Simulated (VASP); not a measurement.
Here is a VASP 6.6.1 calculation.

Contents of INCAR:

```
SYSTEM = SiGeTe2S2
PREC = Accurate
ENCUT = 600
EDIFF = 1E-6
ISMEAR = 0
SIGMA = 0.1
LREAL = .FALSE.
LASPH = .TRUE.
NELM = 100
ALGO = Normal
ISIF = 3
LWAVE = .FALSE.
LCHARG = .FALSE.
GGA = PE
IBRION = 2
NSW = 90
EDIFFG = -0.04
```

Contents of KPOINTS:

```
regular mesh
0
G
  6 6 6
  0 0 0
```

Contents of POSCAR:

```
SiGeTe2S2
1.0
   -2.4552753054      2.4552753054      5.7267565700
    2.4552753054     -2.4552753054      5.7267565700
    2.4552753054      2.4552753054     -5.7267565700
Si Ge Te S
1 1 2 2
Direct
    0.5000000000      0.5000000000      0.0000000000
    0.0000000000      0.0000000000      0.0000000000
    0.7442446455      0.7442446455      0.0000000000
    0.2557553545      0.2557553545      0.0000000000
    0.5000000000      0.0000000000      0.5000000000
    0.0000000000      0.5000000000      0.5000000000
```

Potentials or basis: VASP PAW PBE potentials, release 64 (Si, Ge_d, Te, S).

Run with:

```console
$ cat potpaw_PBE.64/Si/POTCAR potpaw_PBE.64/Ge_d/POTCAR potpaw_PBE.64/Te/POTCAR potpaw_PBE.64/S/POTCAR > POTCAR
$ mpirun -np 1 vasp_std > vasp.out
```

Question: Estimate the relaxed cell.

Answer: a = 6.782 Å, b = 6.782 Å, c = 6.782 Å, α = 137.97°, β = 137.97°, γ = 60.94°.

Question: Predict the relaxed volume.

Answer: 23.05 Å³/atom.

Question: What does it give for the space group after relaxing (to 0.05 Å)?

Answer: I4/mmm (No. 139).

Final structure:
```
Si Ge Te S
1.0
    -2.43202    2.43202    5.84560
     2.43202   -2.43202    5.84560
     2.43202    2.43202   -5.84560
Si Ge Te S
1 1 2 2
Cartesian
  0.0000 0.0000 5.8456
  0.0000 0.0000 11.6912
  2.4320 2.4320 2.8525
  2.4320 2.4320 -2.8525
  2.4320 0.0000 5.8456
  0.0000 2.4320 5.8456
```
